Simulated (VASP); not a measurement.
# GaSb (lda) (F-43m) in VASP: elastic constants with LDA

Aim: the elastic constants of GaSb (lda) with LDA.

Program: VASP 6.6.1. These are calculated values, not measurements. Logs are shortened: lines on timing, memory, paths and dates and some standing lists are left out, and cuts for length are marked.

**1. The cell of the first run**

The structure is cubic, space group F-43m (No. 216). The conventional cell has a = 6.051 Å, b = 6.051 Å, c = 6.051 Å, α = 90.00°, β = 90.00°, γ = 90.00°. Ga (site symmetry -43m) has 4 Sb at 2.62 Å within 3.5 Å. Within 3.5 Å of Sb (site symmetry -43m) lie 4 Ga at 2.62 Å.

**2. Elastic constants, LDA**

INCAR

```
ALGO     = Normal         # electronic algorithm
EDIFF    = 1E-8           # SCF threshold, eV
ENCUT    = 500            # plane-wave cutoff, eV
GGA_COMPAT= F            
IBRION   = 6              # ionic algorithm
ISIF     = 3              # what is computed and relaxed
ISMEAR   = -1             # smearing method
LASPH    = T              # aspherical terms in the spheres
LCHARG   = T              # write CHGCAR
LREAL    = F              # projectors in reciprocal space
LWAVE    = F              # write WAVECAR
NBANDS   = 16             # bands
NELM     = 120            # most SCF steps
NFREE    = 2            
NSW      = 1              # ionic steps
POTIM    = 0.015          # step
PREC     = Accurate       # precision mode
SIGMA    = 0.15           # smearing width, eV
```

KPOINTS

```
k-points
0
Gamma
  12 12 12
```

POSCAR

```
GaSb
1.0
    0.0000000000      3.0252971452      3.0252971452
    3.0252971452      0.0000000000      3.0252971452
    3.0252971452      3.0252971452      0.0000000000
Ga Sb
1 1
Direct
    0.0000000000      0.0000000000      0.0000000000
    0.2500000000      0.2500000000      0.2500000000
```

Potentials or basis: VASP PAW LDA potentials, release 64 (Ga_d, Sb).

Launch:

```
cat potpaw_LDA.64/Ga_d/POTCAR potpaw_LDA.64/Sb/POTCAR > POTCAR
mpirun -np 1 vasp_std > vasp.out
```

OUTCAR:

```text
EDIFF = 1E-8
   ENCUT = 500
   IBRION = 6
   ISIF = 3
   ISMEAR = -1
   LASPH = T
   LREAL = F
   NELM = 120
   NFREE = 2
   NSW = 1
   POTIM = 0.015
   PREC = Accurate

 ion  position               nearest neighbor table
   1  0.000  0.000  0.000-   2 2.62   2 2.62   2 2.62   2 2.62
   2  0.250  0.250  0.250-   1 2.62   1 2.62   1 2.62   1 2.62

  LATTYP: Found a face centered cubic cell.
 ALAT       =     6.0505942904

  Lattice vectors:

 A1 = (   0.0000000000,   3.0252971452,   3.0252971452)
 A2 = (   3.0252971452,   0.0000000000,   3.0252971452)
 A3 = (   3.0252971452,   3.0252971452,   0.0000000000)

Analysis of symmetry for initial positions (statically):
=====================================================================
 Subroutine PRICEL returns:
 Original cell was already a primitive cell.

 Routine SETGRP: Setting up the symmetry group for a
 face centered cubic supercell.

 Subroutine GETGRP returns: Found 24 space group operations
 (whereof 24 operations were pure point group operations)
 out of a pool of 48 trial point group operations.

The static configuration has the point symmetry T_d .

Analysis of symmetry for dynamics (positions and initial velocities):
=====================================================================
 Subroutine PRICEL returns:
 Original cell was already a primitive cell.

 Routine SETGRP: Setting up the symmetry group for a
 face centered cubic supercell.

 Subroutine GETGRP returns: Found 24 space group operations
 (whereof 24 operations were pure point group operations)
 out of a pool of 48 trial point group operations.

The dynamic configuration has the point symmetry T_d .

 Subroutine INISYM returns: Found 24 space group operations
 (whereof 24 operations are pure point group operations),
 and found     1 'primitive' translations

----------------------------------------------------------------------------------------

                                     Primitive cell

  volume of cell :      55.3776

  direct lattice vectors                    reciprocal lattice vectors
     0.000000000  3.025297145  3.025297145    -0.165273021  0.165273021  0.165273021
     3.025297145  0.000000000  3.025297145     0.165273021 -0.165273021  0.165273021
     3.025297145  3.025297145  0.000000000     0.165273021  0.165273021 -0.165273021

  length of vectors
     4.278416253  4.278416253  4.278416253     0.286261270  0.286261270  0.286261270

  position of ions in fractional coordinates (direct lattice)
     0.000000000  0.000000000  0.000000000
     0.250000000  0.250000000  0.250000000

  ion indices of the primitive-cell ions
   primitive index   ion index
                 1           1
                 2           2

----------------------------------------------------------------------------------------

 KPOINTS: k-points

Automatic generation of k-mesh.
 Grid dimensions read from file:
 generate k-points for:   12   12   12

 Generating k-lattice:

  Cartesian coordinates                     Fractional coordinates (reciprocal lattice)
    -0.013772752  0.013772752  0.013772752     0.083333333  0.000000000  0.000000000
     0.013772752 -0.013772752  0.013772752     0.000000000  0.083333333  0.000000000
     0.013772752  0.013772752 -0.013772752     0.000000000  0.000000000  0.083333333

  Length of vectors
     0.023855106  0.023855106  0.023855106

  Shift w.r.t. Gamma in fractional coordinates (k-lattice)
     0.000000000  0.000000000  0.000000000

 Subroutine IBZKPT returns following result:
 ===========================================

 Found     72 irreducible k-points:

 Following reciprocal coordinates:
            Coordinates               Weight
  0.000000  0.000000  0.000000      1.000000
  0.083333  0.000000  0.000000      8.000000
[... 57 lines left out ...]
   EFERMI_NEDOS =   21; number of points for ismear=-14 and -15
   IALGO  =     38    algorithm
   IMIX   =      4    mixing-type and parameters
     AMIX     =   0.40;   BMIX     =  1.00
     AMIX_MAG =   1.60;   BMIX_MAG =  1.00
  volume/ion in A,a.u.               =      27.69       186.85
  Fermi-wavevector in a.u.,A,eV,Ry     =   1.125609  2.127093 17.238528  1.266996
  Thomas-Fermi vector in A             =   2.262287
   LORBIT       =      0    0 simple, 1 ext, 2 COOP (PROOUT), +10 PAW based schemes
   GGA     = CA    functional components
   LHFCALC =     F    Hartree Fock is set to
   AEXX    =    0.0000 exact exchange contribution
   IVDW    =     0    specifies the selected vdW correction
   LEPSILON=     F    determine dielectric tensor
   LRPA    =     F    only Hartree local field effects (RPA)
 finite differences with symmetry
 non-spin polarized calculation
  energy-cutoff  :      500.00
  volume of cell :       55.38
 maximum number of plane-waves:      1424
   NGX = 15   NGY = 15   NGZ = 15

--------------------------------------- Ionic step        1  -------------------------------------------

 number of electron      17.9999989 magnetization

 Free energy of the ion-electron system (eV)
  ---------------------------------------------------
  ext. energy  EPLUGINS =         0.00000000
  ---------------------------------------------------
  free energy    TOTEN  =        -8.67570079 eV

  energy without entropy =       -8.66936869  energy(sigma->0) =       -8.67253474

------------------------ aborting loop because EDIFF is reached ----------------------------------------

  FORCE on cell =-STRESS in cart. coord.  units (eV):
  Direction    XX          YY          ZZ          XY          YZ          ZX
  --------------------------------------------------------------------------------------
  -------------------------------------------------------------------------------------
  Total        0.0656789      0.0656789      0.0656789      0.0000000      0.0000000      0.0000000
  in kB        1.9002133      1.9002133      1.9002133      0.0000000      0.0000000      0.0000000
  external PRESSURE =       1.9002133 kB  Pullay stress =       0.0000000 kB
[... 89 lines left out ...]
  FREE ENERGIE OF THE ION-ELECTRON SYSTEM (eV)
  ---------------------------------------------------
  free  energy   TOTEN  =        -8.6712954722 eV

  energy  without entropy=       -8.6652090484  energy(sigma->0) =       -8.66825226

[... ionic steps 4 to 14 ...]

--------------------------------------- Ionic step       15  -------------------------------------------

 number of electron      17.9999995 magnetization

------------------------ aborting loop because EDIFF is reached ----------------------------------------
[... 67 lines left out ...]
--------------------------------------- Ionic step       17  -------------------------------------------

 number of electron      17.9999989 magnetization

 Free energy of the ion-electron system (eV)
  ---------------------------------------------------
  ext. energy  EPLUGINS =         0.00000000
  ---------------------------------------------------
  free energy    TOTEN  =        -8.67477142 eV

  energy without entropy =       -8.66841276  energy(sigma->0) =       -8.67159209

 E-fermi :   5.2218     XC(G=0):  -9.5411

 val. band max:        5.1400937090   @ k =   0.0000   0.0000   0.0000
 cond. band min:       5.3759532440   @ k =   0.0000   0.5000   0.0000
 fundamental gap:      0.2358595351
 Fermi energy:         5.2217858415

 k-point     1 :       0.0000    0.0000    0.0000
  band No.  band energies     occupation
      1     -10.1861      2.00000
      2     -10.1847      2.00000
      3     -10.1830      2.00000
      4     -10.1299      2.00000
      5     -10.1299      2.00000
      6      -6.7268      2.00000
[... 433 lines left out ...]
      3     -10.1684      2.00000
      4     -10.1319      2.00000
      5     -10.1304      2.00000
      6      -4.8102      2.00000
[... 8 lines left out ...]
     15      13.7022      0.00000
     16      14.1589      0.00000

 [... further k-points ...]

------------------------ aborting loop because EDIFF is reached ----------------------------------------

  FORCE on cell =-STRESS in cart. coord.  units (eV):
  Direction    XX          YY          ZZ          XY          YZ          ZX
  --------------------------------------------------------------------------------------
  -------------------------------------------------------------------------------------
  Total        0.0667252      0.0688787      0.0688787      0.0000000      0.1170419      0.0000000
  in kB        1.9304847      1.9927890      1.9927890      0.0000000      3.3862402      0.0000000
  external PRESSURE =       1.9720209 kB  Pullay stress =       0.0000000 kB
[... 17 lines left out ...]
  FREE ENERGIE OF THE ION-ELECTRON SYSTEM (eV)
  ---------------------------------------------------
  free  energy   TOTEN  =        -8.6747714245 eV

  energy  without entropy=       -8.6684127614  energy(sigma->0) =       -8.67159209

 INTERNAL STRAIN TENSORS FROM STRAINED CELLS
 ============================================

 INTERNAL STRAIN TENSOR FOR ION    1 for displacements in x,y,z  (eV/Angst):
          X           Y           Z          XY          YZ          ZX
  --------------------------------------------------------------------------------
  x     0.00000     0.00000     0.00000    -0.00000     7.79325     0.00000
  y     0.00000     0.00000     0.00000    -0.00000     0.00000     7.79350
  z     0.00000     0.00000     0.00000     7.79255    -0.00000     0.00000

 INTERNAL STRAIN TENSORS FROM DISPLACED ATOMS
 ============================================

 INTERNAL STRAIN TENSOR FOR ION    1 for displacements in x,y,z  (eV/Angst):
          X           Y           Z          XY          YZ          ZX
  --------------------------------------------------------------------------------
  x     0.00000     0.00000     0.00000     0.00000     7.79478     0.00000
  y     0.00000     0.00000     0.00000     0.00000     0.00000     7.79478
  z     0.00000     0.00000     0.00000     7.79478     0.00000     0.00000

 INTERNAL STRAIN TENSOR FOR ION    2 for displacements in x,y,z  (eV/Angst):
          X           Y           Z          XY          YZ          ZX
  --------------------------------------------------------------------------------
  x     0.00000     0.00000     0.00000     0.00000    -7.79160     0.00000
  y     0.00000     0.00000     0.00000     0.00000     0.00000    -7.79160
  z     0.00000     0.00000     0.00000    -7.79160     0.00000     0.00000

 Eigenvectors and eigenvalues of the dynamical matrix
 ----------------------------------------------------

   1 f  =    6.741575 THz    42.358564 2PiTHz  224.874734 cm-1    27.880901 meV
             X         Y         Z           dx          dy          dz
      0.000000  0.000000  0.000000     0.000000    0.796960    0.000000
      1.512649  1.512649  1.512649     0.000000   -0.604032    0.000000
[... 21 lines left out ...]
   6 f/i=    0.005007 THz     0.031459 2PiTHz    0.167008 cm-1     0.020706 meV
             X         Y         Z           dx          dy          dz
      0.000000  0.000000  0.000000     0.000000    0.000000   -0.604032
      1.512649  1.512649  1.512649     0.000000    0.000000   -0.796960

--------------------------------------------------------------------------------------------------------

 ELASTIC MODULI CONTR FROM IONIC RELAXATION (kBar)
 Direction    XX          YY          ZZ          XY          YZ          ZX
 --------------------------------------------------------------------------------
 XX          -0.0000     -0.0000     -0.0000      0.0000      0.0000      0.0000
 YY          -0.0000     -0.0000     -0.0000      0.0000      0.0000      0.0000
 ZZ          -0.0000     -0.0000     -0.0000      0.0000      0.0000      0.0000
 XY           0.0000      0.0000      0.0000   -213.0423      0.0000      0.0000
 YZ           0.0000      0.0000      0.0000      0.0000   -213.0423      0.0000
 ZX           0.0000      0.0000      0.0000      0.0000      0.0000   -213.0423
 --------------------------------------------------------------------------------

 TOTAL ELASTIC MODULI (kBar)
 Direction    XX          YY          ZZ          XY          YZ          ZX
 --------------------------------------------------------------------------------
 XX         860.7936    407.4282    407.4282      0.0000      0.0000      0.0000
 YY         407.4282    860.7936    407.4282     -0.0000      0.0000     -0.0000
 ZZ         407.4282    407.4282    860.7936     -0.0000      0.0000     -0.0000
 XY           0.0000     -0.0000     -0.0000    401.4847      0.0000      0.0000
 YZ           0.0000      0.0000      0.0000      0.0000    401.4847      0.0000
 ZX           0.0000     -0.0000     -0.0000      0.0000      0.0000    401.4847
 --------------------------------------------------------------------------------
```

Wall time 15 min (1 thread of Intel Xeon 6975P-C (Granite Rapids), shared host); peak memory 0.68 GiB.

Results:

| Item | Value |
| --- | --- |
| Elastic constants C11, C12, C44 | 86, 41, 40 GPa |
| Voigt bulk modulus | 56 GPa |
| Highest phonon frequency at Γ, LO-TO splitting left out | 225 cm⁻¹ |

Phonon frequencies in cm⁻¹ (negative: imaginary):
| q point | frequencies |
| --- | --- |
| (0.000, 0.000, 0.000) | 0 0 0 225 225 225 |

Elastic tensor in Voigt notation (GPa, in the Cartesian axes of the cell as first typed):
```
86 41 41  0  0  0
41 86 41  0  0  0
41 41 86  0  0  0
 0  0  0 40  0  0
 0  0  0  0 40  0
 0  0  0  0  0 40
```

Clamped-ion elastic tensor (GPa):
```
86 41 41  0  0  0
41 86 41  0  0  0
41 41 86  0  0  0
 0  0  0 61  0  0
 0  0  0  0 61  0
 0  0  0  0  0 61
```

Caveat: spin-orbit coupling is left out, which moves the levels of the heavy elements.
